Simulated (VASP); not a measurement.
Crystal: Mo.

```
Mo
1.0
    -1.57342    1.57342    1.57342
     1.57342   -1.57342    1.57342
     1.57342    1.57342   -1.57342
Mo
1
Direct
  0.00000 0.00000 0.00000
```

```yaml
Program: VASP 6.6.1
Task: relaxation of cell and atoms
Functional: PBEsol
Potentials_or_basis: VASP PAW PBE potentials, release 64 (Mo_sv)
Cutoff: 600 eV
k_mesh: 24 × 24 × 24
Occupations: fermi-dirac, width 0.1 eV
Spin: no spin polarisation
```

At the start: pressure -4.0 GPa; volume 15.58 Å³/atom.

Task: How do energy, volume and symmetry change on relaxing?

Result: Over 4 steps the energy falls by 2.8 meV/atom and the volume is 15.35 Å³/atom (-1.5 %); space group Im-3m (No. 229, to 0.1 Å) before and after.

Step by step:
| step | energy change (eV) | largest force (eV/Å) | pressure (GPa) | volume (Å³) |
| --- | --- | --- | --- | --- |
| 1 | 0.0000 | 0.0000 | -3.96 | 15.58 |
| 2 | 0.0213 | 0.0000 | 12.80 | 14.73 |
| 3 | -0.0028 | 0.0000 | -0.06 | 15.36 |
| 4 | -0.0028 | 0.0000 | 0.02 | 15.35 |

Final structure:
```yaml
crystal:
  lattice:
    - [-1.56576, 1.56576, 1.56576]
    - [1.56576, -1.56576, 1.56576]
    - [1.56576, 1.56576, -1.56576]
  atoms:
    - { symbol: Mo, position: [0.00000, 0.00000, 0.00000] }
```

Caveat: the PAW data sets were made with another functional, which shifts forces and pressure a little.
